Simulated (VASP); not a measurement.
Write the native input for VASP 6.6.1 that does the following.

| Property | Result |
| --- | --- |
| Task | single point |
| Functional | LDA |
| Potentials or basis | VASP PAW LDA potentials, release 64 (Cr_pv) |
| Cutoff | 520 eV |
| k mesh | 22 × 22 × 22 |
| Occupations | gaussian, width 0.05 eV |
| Spin | no spin polarisation |
| Dipole correction | no |
| Further INCAR settings | ALGO = Fast; EDIFF = 1e-06; NBANDS = 12 |

The structure of Cr lies in POSCAR:

```
Cr
1.0
   -1.4034659851      1.4034659851      1.4034659851
    1.4034659851     -1.4034659851      1.4034659851
    1.4034659851      1.4034659851     -1.4034659851
Cr
1
Direct
    0.0000000000      0.0000000000      0.0000000000
```

This cell differs from its parent crystal: volume scaled by 1.020.

One way to write it, as run:

INCAR

```
SYSTEM = Cr
ALGO = Fast
EDIFF = 1E-6
ENCUT = 520
GGA = CA
ISIF = 2
ISMEAR = 0
LASPH = .True.
LCHARG = .True.
LELF = .True.
LREAL = .False.
LVHAR = .True.
LWAVE = .False.
NBANDS = 12
NELM = 80
PREC = Accurate
SIGMA = 0.05
```

KPOINTS

```
k-points
0
Gamma
  22 22 22
  0 0 0
```

Potentials or basis: VASP PAW LDA potentials, release 64 (Cr_pv).

Run with:

```console
$ cat potpaw_LDA.64/Cr_pv/POTCAR > POTCAR
$ mpirun -np 1 vasp_std > vasp.out
```

It gave:

```
Pressure               : -5.6 GPa
Band gap on the k mesh : zero (band 6 reaches 14.05 eV, above the bottom of band 7 at 10.45 eV)
```

Caveat: the run has no spin polarisation, though such a crystal can be magnetic.

Wall time 51 s on 1 thread of AMD EPYC 7R43 64-Core Processor (Zen 3) (shared host), peak memory 0.11 GiB.
